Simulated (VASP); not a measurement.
A run of VASP 6.6.1 is set up as follows.

The input INCAR:

```
SYSTEM = SnO2
  PREC = Accurate
  ENCUT = 600
  EDIFF = 1E-6
  ISMEAR = -1
  SIGMA = 0.05
  LREAL = .False.
  LASPH = .True.
  NELM = 60
  ALGO = Normal
  ISIF = 3
  LWAVE = .False.
  LCHARG = .False.
  GGA = RE
  IBRION = 2
  NSW = 60
  EDIFFG = -0.01
```

KPOINTS

```
Automatic mesh
0
Gamma
  5 5 5
  0 0 0
```

File POSCAR:

```
SnO2
1.0
    5.1752560000      0.0000000000      0.0000000000
    0.0000000000      5.1752560000      0.0000000000
    0.0000000000      0.0000000000      5.1752560000
Sn O
4 8
Direct
    0.0000000000      0.0000000000      0.0000000000
    0.5000000000      0.0000000000      0.5000000000
    0.5000000000      0.5000000000      0.0000000000
    0.0000000000      0.5000000000      0.5000000000
    0.6610980000      0.8389020000      0.1610980000
    0.8389020000      0.1610980000      0.6610980000
    0.1610980000      0.6610980000      0.8389020000
    0.3389020000      0.3389020000      0.3389020000
    0.6610980000      0.6610980000      0.6610980000
    0.8389020000      0.3389020000      0.1610980000
    0.1610980000      0.8389020000      0.3389020000
    0.3389020000      0.1610980000      0.8389020000
```

Potentials or basis: VASP PAW PBE potentials, release 64 (Sn_d, O).

The run is started by

```console
$ cat potpaw_PBE.64/Sn_d/POTCAR potpaw_PBE.64/O/POTCAR > POTCAR
$ mpirun -np 1 vasp_std > vasp.out
```

(1) Estimate the band gap on the k mesh.

(2) Predict the space group after relaxing (to 0.1 Å).

## Answers

(1) 0.48 eV (least direct gap 0.53 eV).

(2) Pa-3 (No. 205).

Caveat: spin-orbit coupling is left out, which moves the levels of the heavy elements; an odd mesh through Γ misses points on the zone boundary, where band edges can lie.
